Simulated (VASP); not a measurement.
# RuRh (P-6m2) in VASP: single point with LDA

Aim: the single point of RuRh with LDA.

Everything below comes from runs of VASP 6.6.1. Logs are shortened: lines on timing, memory, paths and dates and some standing lists are left out, and cuts for length are marked.

## 1. The cell of the first run

Symmetry: P-6m2, No. 187, hexagonal system. The conventional cell has a = 2.709 Å, b = 2.709 Å, c = 4.298 Å, α = 90.00°, β = 90.00°, γ = 120.00°. Within 3.5 Å of Ru (site symmetry -6m2) lie 6 Rh at 2.66 Å and 6 Ru at 2.71 Å. Rh (site symmetry -6m2) has 6 Ru at 2.66 Å and 6 Rh at 2.71 Å within 3.5 Å.

## 2. Single point, LDA

The input, INCAR:

```
SYSTEM = RuRh
PREC = Accurate
ENCUT = 500
EDIFF = 1E-6
ISMEAR = 0
SIGMA = 0.1
LREAL = .FALSE.
LASPH = .TRUE.
NELM = 120
ALGO = Normal
ISIF = 2
LWAVE = .FALSE.
LCHARG = .FALSE.
GGA = CA
NBANDS = 22
GGA_COMPAT = .FALSE.
```

The input, KPOINTS:

```
regular mesh
0
G
  9 9 5
  0 0 0
```

The input, POSCAR:

```
RuRh
1.0
    2.7094200000      0.0000000000      0.0000000000
   -1.3547100000      2.3464200000      0.0000000000
    0.0000000000      0.0000000000      4.2983700000
Ru Rh
1 1
Direct
    0.0000000000      0.0000000000      0.5000000000
    0.6666666667      0.3333333333      0.0000000000
```

Potentials or basis: VASP PAW LDA potentials, release 64 (Ru_pv, Rh_pv).

Run with:

```bash
> cat potpaw_LDA.64/Ru_pv/POTCAR potpaw_LDA.64/Rh_pv/POTCAR > POTCAR
> mpirun -np 1 vasp_std > vasp.out
```

OUTCAR:

```text
SYSTEM = RuRh
   PREC = Accurate
   ENCUT = 500
   EDIFF = 1E-6
   ISMEAR = 0
   LREAL = .FALSE.
   LASPH = .TRUE.
   NELM = 120
   ISIF = 2
   GGA = CA

 ion  position               nearest neighbor table
   1  0.000  0.000  0.500-   2 2.66   2 2.66   2 2.66   2 2.66   2 2.66   2 2.66
   2  0.667  0.333  0.000-   1 2.66   1 2.66   1 2.66   1 2.66   1 2.66   1 2.66

  LATTYP: Found a hexagonal cell.
 ALAT       =     2.7094200000
 C/A-ratio  =     1.5864539274

  Lattice vectors:

 A1 = (   2.7094200000,   0.0000000000,   0.0000000000)
 A2 = (  -1.3547100000,   2.3464200000,   0.0000000000)
 A3 = (   0.0000000000,   0.0000000000,   4.2983700000)

Analysis of symmetry for initial positions (statically):
=====================================================================
 Subroutine PRICEL returns:
 Original cell was already a primitive cell.

 Routine SETGRP: Setting up the symmetry group for a
 hexagonal supercell.

 Subroutine GETGRP returns: Found 12 space group operations
 (whereof 12 operations were pure point group operations)
 out of a pool of 24 trial point group operations.

The static configuration has the point symmetry D_3h.

Analysis of symmetry for dynamics (positions and initial velocities):
=====================================================================
 Subroutine PRICEL returns:
 Original cell was already a primitive cell.

 Routine SETGRP: Setting up the symmetry group for a
 hexagonal supercell.

 Subroutine GETGRP returns: Found 12 space group operations
 (whereof 12 operations were pure point group operations)
 out of a pool of 24 trial point group operations.

The dynamic configuration has the point symmetry D_3h.

 Subroutine INISYM returns: Found 12 space group operations
 (whereof 12 operations are pure point group operations),
 and found     1 'primitive' translations

----------------------------------------------------------------------------------------

                                     Primitive cell

  volume of cell :      27.3266

  direct lattice vectors                    reciprocal lattice vectors
     2.709420000  0.000000000  0.000000000     0.369082682  0.213090581  0.000000000
    -1.354710000  2.346420000  0.000000000     0.000000000  0.426181161  0.000000000
     0.000000000  0.000000000  4.298370000     0.000000000  0.000000000  0.232646329

  length of vectors
     2.709420000  2.709414328  4.298370000     0.426180269  0.426181161  0.232646329

  position of ions in fractional coordinates (direct lattice)
     0.000000000  0.000000000  0.500000000
     0.666666667  0.333333333  0.000000000

  ion indices of the primitive-cell ions
   primitive index   ion index
                 1           1
                 2           2

----------------------------------------------------------------------------------------

 KPOINTS: regular mesh

Automatic generation of k-mesh.
 Grid dimensions read from file:
 generate k-points for:    9    9    5

 Generating k-lattice:

  Cartesian coordinates                     Fractional coordinates (reciprocal lattice)
     0.041009187  0.023676731  0.000000000     0.111111111  0.000000000  0.000000000
     0.000000000  0.047353462  0.000000000     0.000000000  0.111111111  0.000000000
     0.000000000  0.000000000  0.046529266     0.000000000  0.000000000  0.200000000

  Length of vectors
     0.047353363  0.047353462  0.046529266

  Shift w.r.t. Gamma in fractional coordinates (k-lattice)
     0.000000000  0.000000000  0.000000000

 Subroutine IBZKPT returns following result:
 ===========================================

 Found     36 irreducible k-points:

 Following reciprocal coordinates:
            Coordinates               Weight
  0.000000  0.000000  0.000000      1.000000
  0.111111 -0.000000  0.000000      6.000000
  0.222222  0.000000  0.000000      6.000000
  0.333333  0.000000  0.000000      6.000000
  0.444444  0.000000  0.000000      6.000000
  0.111111  0.111111  0.000000      6.000000
[... 16 lines left out ...]
  0.333333  0.222222  0.200000     24.000000
  0.333333  0.333333  0.200000      4.000000
 [... further k-points ...]
   k-points           NKPTS =     36   k-points in BZ     NKDIM =     36   number of bands    NBANDS=     22
   number of dos      NEDOS =    301   number of ions     NIONS =      2
   total plane-waves  NPLWV =  12800
   dimension x,y,z NGX =    20 NGY =   20 NGZ =   32
   dimension x,y,z NGXF=    40 NGYF=   40 NGZF=   64
   ions per type =               1   1
   NGX,Y,Z   is equivalent  to a cutoff of  12.27, 12.27, 12.38 a.u.
   NGXF,Y,Z  is equivalent  to a cutoff of  24.54, 24.54, 24.75 a.u.
 SYSTEM =  RuRh
   PREC   = accura    normal or accurate (medium, high low for compatibility)
   ISTART =      0    job   : 0-new  1-cont  2-samecut
   ICHARG =      2    charge: 1-file 2-atom 10-const
   ISPIN  =      1    spin polarized calculation?
   LNONCOLLINEAR =      F non collinear calculations
   LSORBIT =      F    spin-orbit coupling
   LASPH  =      T    aspherical Exc in radial PAW
   ENCUT  =  500.0 eV  36.75 Ry    6.06 a.u.   4.94  4.94  7.84*2*pi/ulx,y,z
   NELM   =    120;   NELMIN=  2; NELMDL= -5     # of ELM steps
   EDIFF  = 0.1E-05   stopping-criterion for ELM
   LREAL  =      F    real-space projection
   EDIFFG = 0.1E-04   stopping-criterion for IOM
   NSW    =      0    number of steps for IOM
   IBRION =     -1    ionic relax: 0-MD 1-quasi-New 2-CG
   NFREE  =      0    steps in history (QN), initial steepest desc. (CG)
   ISIF   =      2    stress and relaxation
   ISYM   =      2    0-nonsym 1-usesym 2-fastsym
   POTIM  = 0.5000    time-step for ionic-motion
   TEBEG  =    0.0;   TEEND  =   0.0 temperature during run
   PSTRESS=    0.0 pullay stress
   NELECT =      29.0000    total number of electrons
   NUPDOWN=      -1.0000    fix difference up-down
   EMIN   =  10.00;   EMAX   =-10.00  energy-range for DOS
   EFERMI =   0.00;   METHOD = LEGACY
   ISMEAR =     0;   SIGMA  =   0.10  broadening in eV -4-tet -1-fermi 0-gaus
   EFERMI_NEDOS =   21; number of points for ismear=-14 and -15
   IALGO  =     38    algorithm
   IMIX   =      4    mixing-type and parameters
     AMIX     =   0.40;   BMIX     =  1.00
     AMIX_MAG =   1.60;   BMIX_MAG =  1.00
  volume/ion in A,a.u.               =      13.66        92.20
  Fermi-wavevector in a.u.,A,eV,Ry     =   1.669855  3.155569 37.938718  2.788417
  Thomas-Fermi vector in A             =   2.755455
   LORBIT       =      0    0 simple, 1 ext, 2 COOP (PROOUT), +10 PAW based schemes
   GGA     = CA    functional components
   LHFCALC =     F    Hartree Fock is set to
   AEXX    =    0.0000 exact exchange contribution
   IVDW    =     0    specifies the selected vdW correction
   LEPSILON=     F    determine dielectric tensor
   LRPA    =     F    only Hartree local field effects (RPA)
 non-spin polarized calculation
 Gauss-broadening in eV      SIGMA  =   0.10
  energy-cutoff  :      500.00
  volume of cell :       27.33
 maximum number of plane-waves:       705
 NGX is ok and might be reduce to    20
   NGX =  9   NGY =  9   NGZ = 15

 number of electron      28.9999992 magnetization

 Free energy of the ion-electron system (eV)
  ---------------------------------------------------
  ext. energy  EPLUGINS =         0.00000000
  ---------------------------------------------------
  free energy    TOTEN  =       -19.28407539 eV

  energy without entropy =      -19.26836372  energy(sigma->0) =      -19.27621955

 E-fermi :  12.4290     XC(G=0): -14.3681

 val. band max:       12.4000373131   @ k =   0.3333   0.0000   0.4000
 cond. band min:      12.4550501954   @ k =   0.2222   0.1111   0.4000
 fundamental gap:      0.0550128824
 Fermi energy:        12.4289636486

 k-point     1 :       0.0000    0.0000    0.0000
  band No.  band energies     occupation
      1     -34.5401      2.00000
      2     -34.0720      2.00000
      3     -34.0719      2.00000
      4     -30.5675      2.00000
      5     -30.1702      2.00000
      6     -30.1702      2.00000
[... 14 lines left out ...]
     21      27.5661      0.00000
     22      30.1347      0.00000

 k-point     2 :       0.1111   -0.0000    0.0000
  band No.  band energies     occupation
      1     -34.5264      2.00000
      2     -34.1352      2.00000
      3     -34.0873      2.00000
      4     -30.5622      2.00000
      5     -30.2595      2.00000
      6     -30.1907      2.00000
[... 14 lines left out ...]
     21      28.1622      0.00000
     22      30.5928      0.00000

 k-point     3 :       0.2222    0.0000    0.0000
  band No.  band energies     occupation
      1     -34.4914      2.00000
      2     -34.2935      2.00000
      3     -34.1259      2.00000
      4     -30.5488      2.00000
      5     -30.4818      2.00000
      6     -30.2424      2.00000
[... 14 lines left out ...]
     21      26.8703      0.00000
     22      29.8616      0.00000

 k-point     4 :       0.3333    0.0000    0.0000
  band No.  band energies     occupation
      1     -34.4706      2.00000
      2     -34.4515      2.00000
      3     -34.1695      2.00000
      4     -30.7283      2.00000
      5     -30.5334      2.00000
      6     -30.3007      2.00000
[... 14 lines left out ...]
     21      23.2225      0.00000
     22      27.1616      0.00000

 k-point     5 :       0.4444    0.0000    0.0000
  band No.  band energies     occupation
      1     -34.5845      2.00000
      2     -34.4253      2.00000
      3     -34.1978      2.00000
      4     -30.8858      2.00000
      5     -30.5233      2.00000
      6     -30.3384      2.00000
[... 417 lines left out ...]
 k-point    22 :       0.2222    0.2222    0.2000
  band No.  band energies     occupation
      1     -34.4843      2.00000
      2     -34.4350      2.00000
      3     -34.2584      2.00000
      4     -30.7350      2.00000
      5     -30.5243      2.00000
      6     -30.4255      2.00000
[... 14 lines left out ...]
     21      23.8798      0.00000
     22      25.5221      0.00000

 k-point    23 :       0.3333    0.2222    0.2000
  band No.  band energies     occupation
      1     -34.5243      2.00000
      2     -34.4191      2.00000
      3     -34.3287      2.00000
      4     -30.7896      2.00000
      5     -30.5228      2.00000
      6     -30.5107      2.00000
[... 14 lines left out ...]
     21      22.7939      0.00000
     22      25.0640      0.00000

 k-point    24 :       0.3333    0.3333    0.2000
  band No.  band energies     occupation
      1     -34.4495      2.00000
      2     -34.4430      2.00000
      3     -34.4134      2.00000
      4     -30.6836      2.00000
      5     -30.6821      2.00000
      6     -30.5072      2.00000
[... 14 lines left out ...]
     21      24.8107      0.00000
     22      25.0164      0.00000

 [... further k-points ...]

------------------------ aborting loop because EDIFF is reached ----------------------------------------

  FORCE on cell =-STRESS in cart. coord.  units (eV):
  Direction    XX          YY          ZZ          XY          YZ          ZX
  --------------------------------------------------------------------------------------
  -------------------------------------------------------------------------------------
  Total       -2.0275313     -2.0275200     -1.4482196      0.0000000      0.0000000      0.0000000
  in kB     -118.8754746   -118.8748110    -84.9100528      0.0000000      0.0000000      0.0000000
  external PRESSURE =    -107.5534461 kB  Pullay stress =       0.0000000 kB

 VOLUME and BASIS-vectors are now :
 -----------------------------------------------------------------------------
  energy-cutoff  :      500.00
  volume of cell :       27.33
      direct lattice vectors                 reciprocal lattice vectors
     2.709420000  0.000000000  0.000000000     0.369082682  0.213090581  0.000000000
    -1.354710000  2.346420000  0.000000000     0.000000000  0.426181161  0.000000000
     0.000000000  0.000000000  4.298370000     0.000000000  0.000000000  0.232646329

 POSITION                                       TOTAL-FORCE (eV/Angst)
 -----------------------------------------------------------------------------------
      0.00000      0.00000      2.14919        -0.000000     -0.000000      0.000000
      1.35471      0.78214      0.00000         0.000000      0.000000      0.000000
 -----------------------------------------------------------------------------------
    total drift:                               -0.000000     -0.000008      0.000000

  FREE ENERGIE OF THE ION-ELECTRON SYSTEM (eV)
  ---------------------------------------------------
  free  energy   TOTEN  =       -19.2840753871 eV

  energy  without entropy=      -19.2683637219  energy(sigma->0) =      -19.27621955
```

Run time: 15 s. Hardware: 1 thread of Intel Xeon 8259CL, shared host; peak memory 0.14 GiB.

What came out:

| Quantity | Value |
| --- | --- |
| Free energy | -19.2841 eV |
| Pressure | -10.8 GPa |
| Band gap on the k mesh | zero (an odd number of electrons rules out a gap without spin polarisation) |

Levels at points of the mesh, in eV from the Fermi level:
```tsv
k point	band 10	band 11	band 12	band 13	band 14	band 15	band 16	band 17	band 18	band 19
(0.00, 0.00, 0.00)	-3.13	-2.92	-2.27	-2.27	-2.01	-2.01	0.55	0.55	0.88	9.36
```

Caveat: the cell stands under tension; an empty level that is flat over the whole mesh can mark a ghost state of the potentials, or a narrow d or f band.

The gap in the log of VASP goes by the Fermi energy; the results here count the filled bands.